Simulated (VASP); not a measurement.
Set up this calculation in VASP 6.6.1, as the native input.

```yaml
Task: single point
Functional: PBE
Potentials_or_basis: VASP PAW PBE potentials, release 64 (C, H)
Cutoff: 520 eV
k_mesh: 4 × 4 × 4
Occupations: gaussian, width 0.1 eV
Spin: no spin polarisation
Dipole_correction: no
Further_INCAR_settings: ALGO = Normal; EDIFF = 1e-06; NBANDS = 76
```

The structure of HC28 (a cell with a defect) lies in POSCAR:

```
HC28
1.0
   -4.9330325621     -4.2721315165      0.0000000000
    1.2332581405     -6.4081972747      0.0000000000
   -1.2332581405     -3.5601095971      8.5756696909
C H
28 1
Direct
    0.6910397140      0.9641983483      0.7453338608
    0.8354423091      0.5381738773      0.7382989584
    0.4104251326      0.8302202776      0.7330520212
    0.5570480495      0.3910632724      0.7330515548
    0.1179850960      0.6836233931      0.7329461402
    0.2649710251      0.2528427193      0.7383536480
   -0.0203279832      0.1086005913      0.7383297431
    0.3737194043      0.6468373540      0.6973920656
    0.5030749537      0.2037943429      0.7404329025
    0.0718006514      0.4923416716      0.7377136979
    0.2191312921      0.0629026838      0.7377866952
    0.7897560530      0.3449518070      0.7377508962
   -0.0693434233      0.9174646725      0.7403568734
    0.6443061820      0.7762704732      0.7403839267
    1.0685604338      0.0808579387      0.2627019325
    0.2114181140      0.6522543515      0.2626802432
    0.7829496874      0.9379914563      0.2627019325
    0.9258348249      0.5093225231      0.2626772114
    0.4972119717      0.7951476302      0.2625796097
    0.6400436143      0.3664820101      0.2627097453
    0.3543284761      0.2237388188      0.2626772114
    0.7354806696      0.7474830365      0.2625804259
    0.8781098712      0.3189080791      0.2627141764
    0.4495548179      0.6045765428      0.2625730796
    0.5924253984      0.1760381747      0.2627201235
    0.1638438216      0.4617574051      0.2627391307
    0.3066346331      0.0333869300      0.2625695813
    1.0209961941      0.8903537676      0.2627167418
    0.4177997308      0.6906728920      0.5657431052
```

These files were run (other wordings do the same):

INCAR

```
PREC = Accurate ; ENCUT = 520
EDIFF = 1E-6 ; ISMEAR = 0
SIGMA = 0.1 ; LREAL = F
LASPH = T ; NELM = 120
ALGO = Normal ; ISIF = 2
LWAVE = F ; LCHARG = F
GGA = PE ; NBANDS = 76
GGA_COMPAT = F
```

KPOINTS

```
regular mesh
0
Gamma
  4 4 4
```

Potentials or basis: VASP PAW PBE potentials, release 64 (C, H).

Run with:

```sh
$ cat potpaw_PBE.64/C/POTCAR potpaw_PBE.64/H/POTCAR > POTCAR
$ mpirun -np 1 vasp_std > vasp.out
```

It gave:

```yaml
Pressure: 1.5 GPa
Largest_force: 0.022 eV/Å
Band_gap_on_the_k_mesh: zero (an odd number of electrons rules out a gap without spin polarisation)
```

Caveat: an odd number of electrons without spin polarisation forces a metal; a magnetic or distorted state may lie lower.

Wall time 33 min on 1 thread of Oxide Virtual Turin-like Processor, on a shared host, peak memory 0.74 GiB.
